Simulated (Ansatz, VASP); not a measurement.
Two plane-wave programs on S

File INCAR:

```
SYSTEM = S
  PREC = Accurate
  ENCUT = 520
  EDIFF = 1E-6
  ISMEAR = -1
  SIGMA = 0.01
  LREAL = .False.
  LASPH = .True.
  NELM = 150
  ALGO = Normal
  ISIF = 2
  LWAVE = .False.
  LCHARG = .True.
  ISPIN = 2
  MAGMOM = 0.01
  LORBIT = 11
  GGA = PS
  LELF = .True.
  LVHAR = .True.
  ISYM = 0
  NBANDS = 13
```

The input KPOINTS:

```
Automatic mesh
0
Gamma
  1 1 1
  0 0 0
```

Contents of POSCAR:

```
S
1.0
   14.0000000000      0.0000000000      0.0000000000
    0.0000000000     14.4000000000      0.0000000000
    0.0000000000      0.0000000000     14.8000000000
S
1
Direct
    0.5000000000      0.5000000000      0.5000000000
```

Input for Ansatz:

```yaml
crystal:
  lattice:
    - [14.0, 0.0, 0.0]
    - [0.0, 14.4, 0.0]
    - [0.0, 0.0, 14.8]
  atoms:
    - { symbol: S, position: [0.5, 0.5, 0.5], spin: 0.01 }
  symmetry: { detect: false, time_reversal: true }
hamiltonian:
  xc: pbesol
  pseudopotentials:
    kind: paw
    azcp:
      S: "pseudopotentials/S.paw.azcp"
basis:
  ecutwfc: 420
  fft_grid_basis: typed
kpoints:
  mp_grid: { grid: [1, 1, 1], shift: [0, 0, 0] }
magnetization:
  spin_polarized: true
scf:
  occupations: { method: fermi_dirac, width: 0.01 }
```

Alike in both runs: task single point; functional PBEsol; k mesh 1 × 1 × 1; occupations fermi-dirac, width 0.01 eV; collinear spin.

```csv
,VASP,Ansatz
version,VASP 6.6.1,Ansatz 0.2.0
potentials or method,"VASP PAW PBE potentials, release 64 (S), cutoff 520 eV","plane waves (420 eV) with PAW, scalar-relativistic"
valence electrons in the cell,6,6
```

|  | VASP | Ansatz | Ansatz less VASP |
| --- | --- | --- | --- |
| gap on the k mesh at the Fermi level (eV) | 6.61 | 0.41 | -6.201 |
| net moment per atom (μB) | 0.00 | 2.00 | +2.000 |
| size of the moment on the site where the two differ most (μB) | 0.00 | 2.00 | +1.999 |

The net moments are unlike, so the other rows may belong to different states. VASP's potentials were made for PBE, not for PBEsol, and Ansatz warns of the same on its side. Site moments also hang on the region over which each program counts them. Ansatz's warnings: negative readings unjudged.
